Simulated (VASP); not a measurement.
# SiC (F-43m) in VASP: single point with LDA

Aim: the single point of SiC with LDA.

All numbers are computed with VASP 6.6.1; they aren't measurements. Logs are shortened: lines on timing, memory, paths and dates and some standing lists are left out, and cuts for length are marked.

**Experimental background.**

“Insight into the structural, elastic and electronic properties of a new orthorhombic 6O-SiC polytype”, 2020, pmc:7200658 quotes, for a bulk crystal of SiC: band gap 2.4 eV (indirect).

How close the calculation comes is told below.

**1. The cell of the first run**

It takes space group F-43m (No. 216, cubic). The conventional cell has a = 4.329 Å, b = 4.329 Å, c = 4.329 Å, α = 90.00°, β = 90.00°, γ = 90.00°. Si (site symmetry -43m) has 4 C at 1.87 Å within 2.5 Å. Within 2.5 Å of C (site symmetry -43m) lie 4 Si at 1.87 Å.

**2. Single point, LDA**

The input, INCAR:

```
PREC = Accurate
ENCUT = 600
EDIFF = 1E-6
ISMEAR = 0
SIGMA = 0.01
LREAL = F
LASPH = T
NELM = 120
ALGO = Normal
ISIF = 2
LWAVE = F
LCHARG = F
GGA = CA
NBANDS = 11
GGA_COMPAT = F
```

The input, KPOINTS:

```
regular mesh
0
Gamma
  10 10 10
```

The input, POSCAR:

```
SiC
1.0
    2.1644853876      2.1644853876      0.0000000000
   -2.1644853876      2.1644853876      0.0000000000
    0.0000000000      2.1644853876      2.1644853876
Si C
1 1
Direct
    0.0000000000      0.0000000000      0.0000000000
    0.7500000000      0.2500000000      0.5000000000
```

Potentials or basis: VASP PAW LDA potentials, release 64 (Si, C).

Started as:

```sh
$ cat potpaw_LDA.64/Si/POTCAR potpaw_LDA.64/C/POTCAR > POTCAR
$ mpirun -np 1 vasp_std > vasp.out
```

OUTCAR:

```text
PREC = Accurate
   ENCUT = 600
   EDIFF = 1E-6
   ISMEAR = 0
   LREAL = F
   LASPH = T
   NELM = 120
   ISIF = 2
   GGA = CA

 ion  position               nearest neighbor table
   1  0.000  0.000  0.000-   2 1.87   2 1.87   2 1.87   2 1.87
   2  0.750  0.250  0.500-   1 1.87   1 1.87   1 1.87   1 1.87

  LATTYP: Found a face centered cubic cell.
 ALAT       =     4.3289707752

  Lattice vectors:

 A1 = (   0.0000000000,   2.1644853876,   2.1644853876)
 A2 = (   2.1644853876,   0.0000000000,   2.1644853876)
 A3 = (   2.1644853876,   2.1644853876,   0.0000000000)

Analysis of symmetry for initial positions (statically):
=====================================================================
 Subroutine PRICEL returns:
 Original cell was already a primitive cell.

 Routine SETGRP: Setting up the symmetry group for a
 face centered cubic supercell.

 Subroutine GETGRP returns: Found 24 space group operations
 (whereof 24 operations were pure point group operations)
 out of a pool of 48 trial point group operations.

The static configuration has the point symmetry T_d .

Analysis of symmetry for dynamics (positions and initial velocities):
=====================================================================
 Subroutine PRICEL returns:
 Original cell was already a primitive cell.

 Routine SETGRP: Setting up the symmetry group for a
 face centered cubic supercell.

 Subroutine GETGRP returns: Found 24 space group operations
 (whereof 24 operations were pure point group operations)
 out of a pool of 48 trial point group operations.

The dynamic configuration has the point symmetry T_d .

 Subroutine INISYM returns: Found 24 space group operations
 (whereof 24 operations are pure point group operations),
 and found     1 'primitive' translations

----------------------------------------------------------------------------------------

                                     Primitive cell

  volume of cell :      20.2812

  direct lattice vectors                    reciprocal lattice vectors
     2.164485388  2.164485388  0.000000000     0.231001790  0.231001790 -0.231001790
    -2.164485388  2.164485388  0.000000000    -0.231001790  0.231001790 -0.231001790
     0.000000000  2.164485388  2.164485388     0.000000000  0.000000000  0.462003581

  length of vectors
     3.061044591  3.061044591  3.061044591     0.400106838  0.400106838  0.462003581

  position of ions in fractional coordinates (direct lattice)
     0.000000000  0.000000000  0.000000000
     0.750000000  0.250000000  0.500000000

[... 79 lines left out ...]
   NSW    =      0    number of steps for IOM
   IBRION =     -1    ionic relax: 0-MD 1-quasi-New 2-CG
   NFREE  =      0    steps in history (QN), initial steepest desc. (CG)
   ISIF   =      2    stress and relaxation
   ISYM   =      2    0-nonsym 1-usesym 2-fastsym
   POTIM  = 0.5000    time-step for ionic-motion
   TEBEG  =    0.0;   TEEND  =   0.0 temperature during run
   PSTRESS=    0.0 pullay stress
   NELECT =       8.0000    total number of electrons
   NUPDOWN=      -1.0000    fix difference up-down
   EMIN   =  10.00;   EMAX   =-10.00  energy-range for DOS
   EFERMI =   0.00;   METHOD = LEGACY
   ISMEAR =     0;   SIGMA  =   0.01  broadening in eV -4-tet -1-fermi 0-gaus
   EFERMI_NEDOS =   21; number of points for ismear=-14 and -15
   IALGO  =     38    algorithm
   IMIX   =      4    mixing-type and parameters
     AMIX     =   0.40;   BMIX     =  1.00
     AMIX_MAG =   1.60;   BMIX_MAG =  1.00
  volume/ion in A,a.u.               =      10.14        68.43
  Fermi-wavevector in a.u.,A,eV,Ry     =   1.200623  2.268849 19.612754  1.441497
  Thomas-Fermi vector in A             =   2.336454
   LORBIT       =      0    0 simple, 1 ext, 2 COOP (PROOUT), +10 PAW based schemes
   GGA     = CA    functional components
   LHFCALC =     F    Hartree Fock is set to
   AEXX    =    0.0000 exact exchange contribution
   IVDW    =     0    specifies the selected vdW correction
   LEPSILON=     F    determine dielectric tensor
   LRPA    =     F    only Hartree local field effects (RPA)
 non-spin polarized calculation
 Gauss-broadening in eV      SIGMA  =   0.01
  energy-cutoff  :      600.00
  volume of cell :       20.28
 maximum number of plane-waves:       700
   NGX = 13   NGY = 13   NGZ = 13

 number of electron       8.0000000 magnetization

 Free energy of the ion-electron system (eV)
  ---------------------------------------------------
  ext. energy  EPLUGINS =         0.00000000
  ---------------------------------------------------
  free energy    TOTEN  =       -16.64463004 eV

  energy without entropy =      -16.64463004  energy(sigma->0) =      -16.64463004

 E-fermi :   8.3862     XC(G=0): -11.6421

 val. band max:        8.2905377870   @ k =   0.0000   0.0000   0.0000
 cond. band min:       9.5782947792   @ k =   0.5000   0.5000   0.0000
 fundamental gap:      1.2877569922
 Fermi energy:         8.3862187187

 k-point     1 :       0.0000    0.0000    0.0000
  band No.  band energies     occupation
      1      -7.1826      2.00000
      2       8.2905      2.00000
      3       8.2905      2.00000
      4       8.2905      2.00000
      5      14.8188      0.00000
      6      15.6216      0.00000
      7      15.6216      0.00000
      8      15.6216      0.00000
      9      22.8675      0.00000
     10      22.8675      0.00000
     11      24.7746      0.00000
[... 309 lines left out ...]
 k-point    24 :       0.4000    0.3000    0.0000
  band No.  band energies     occupation
      1      -2.3106      2.00000
      2       0.8729      2.00000
      3       2.9656      2.00000
      4       5.9513      2.00000
      5      11.8627      0.00000
      6      17.0094      0.00000
      7      19.2001      0.00000
      8      19.7969      0.00000
      9      21.5894      0.00000
     10      23.8225      0.00000
     11      29.8137      0.00000

 [... further k-points ...]
[... 5 lines left out ...]
  --------------------------------------------------------------------------------------
  -------------------------------------------------------------------------------------
  Total        0.0329544      0.0329544      0.0329544      0.0000000     -0.0000000      0.0000000
  in kB        2.6033349      2.6033349      2.6033349      0.0000000     -0.0000000      0.0000000
  external PRESSURE =       2.6033349 kB  Pullay stress =       0.0000000 kB

 VOLUME and BASIS-vectors are now :
 -----------------------------------------------------------------------------
  energy-cutoff  :      600.00
  volume of cell :       20.28
      direct lattice vectors                 reciprocal lattice vectors
     2.164485388  2.164485388  0.000000000     0.231001790  0.231001790 -0.231001790
    -2.164485388  2.164485388  0.000000000    -0.231001790  0.231001790 -0.231001790
     0.000000000  2.164485388  2.164485388     0.000000000  0.000000000  0.462003581

 POSITION                                       TOTAL-FORCE (eV/Angst)
 -----------------------------------------------------------------------------------
      0.00000      0.00000      0.00000         0.000000      0.000000      0.000000
      1.08224      3.24673      1.08224        -0.000000     -0.000000      0.000000
 -----------------------------------------------------------------------------------
    total drift:                               -0.000000      0.000000     -0.000000

  FREE ENERGIE OF THE ION-ELECTRON SYSTEM (eV)
  ---------------------------------------------------
  free  energy   TOTEN  =       -16.6446300437 eV

  energy  without entropy=      -16.6446300437  energy(sigma->0) =      -16.64463004
```

stdout:

```text
POSCAR found type information on POSCAR SiC
 POSCAR found :  2 types and       2 ions
 scaLAPACK will be used
 LDA part: xc-table for (Slater(with rela. corr.)+CA(PZ))
 , standard interpolation
 POSCAR, INCAR and KPOINTS ok, starting setup
 FFT: planning ... GRIDC
 FFT: planning ... GRID_SOFT
 FFT: planning ... GRID
 WAVECAR not read
 entering main loop
```

Wall time 13 s (1 thread of Intel Xeon 8259CL, shared host); peak memory 0.13 GiB.

Results:

```yaml
Free_energy: -16.6446 eV
Pressure: 0.3 GPa
Band_gap_on_the_k_mesh: 1.29 eV, indirect (least direct gap 4.52 eV)
```

**3. Against experiment**

Step 2. Measured gap of SiC: 2.4 eV (indirect; quoted in “Insight into the structural, elastic and electronic properties of a new orthorhombic 6O-SiC polytype”, 2020, pmc:7200658). This calculation gives 1.29 eV (-1.11 eV). The value is that of LDA on a finite k mesh, which can miss the band edges, without temperature or zero-point motion. Semilocal functionals fall short of measured gaps as a rule.
